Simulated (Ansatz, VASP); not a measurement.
One calculation of Pt, two programs

Contents of INCAR:

```
  PREC = Accurate
  ENCUT = 520
  EDIFF = 1E-7
  ISMEAR = 0
  SIGMA = 0.15
  LREAL = False
  LASPH = True
  NELM = 100
  ALGO = Fast
  ISIF = 2
  LWAVE = False
  LCHARG = False
  NBANDS = 11
```

Contents of KPOINTS:

```
Automatic mesh
0
Gamma
  22 22 22
```

File POSCAR:

```
Pt
1.0
    0.0000000000      2.0709192937      1.7205197492
    2.0709192937      0.0000000000      1.7205197492
    2.0709192937      2.0709192937      0.0000000000
Pt
1
Direct
    0.0000000000      0.0000000000      0.0000000000
```

Input for Ansatz:

```yaml
crystal:
  lattice:
    - [0.0, 2.0709192937, 1.7205197492]
    - [2.0709192937, 0.0, 1.7205197492]
    - [2.0709192937, 2.0709192937, 0.0]
  atoms:
    - { symbol: Pt, position: [0.0, 0.0, 0.0] }
basis:
  ecutwfc: 420
kpoints:
  mp_grid: { grid: [22, 22, 22] }
hamiltonian:
  xc: lda
scf:
  occupations: { method: gaussian, width: 0.15 }
output:
  forces: true
  stress: true
  eigenvalues: true
```

Alike in both runs: task single point; functional LDA; k mesh 22 × 22 × 22; occupations gaussian, width 0.15 eV; no spin polarisation.

|  | VASP | Ansatz |
| --- | --- | --- |
| version | VASP 6.6.1 | Ansatz 0.2.0 |
| potentials or method | VASP PAW LDA potentials, release 64 (Pt), cutoff 520 eV | scalar-relativistic, plane waves, PAW |
| valence electrons in the cell | 10 | 18 |

```csv
,VASP,Ansatz,Ansatz less VASP
gap on the k mesh at the Fermi level (eV),none,none,-
pressure (GPa),2.8,2.1,-0.75
"traceless stress, the component that is largest in VASP (GPa)",5.57,5.56,-0.015
```

LDA's correlation is that of Perdew and Zunger in VASP and of Perdew and Wang (1992) in Ansatz. A gap of «none» marks a metal or a gap that the smearing closes. VASP's potentials hold 10 valence electrons a cell and Ansatz's 18, so a difference there can come from the potentials and not from the codes.

Spin-orbit coupling is off throughout.
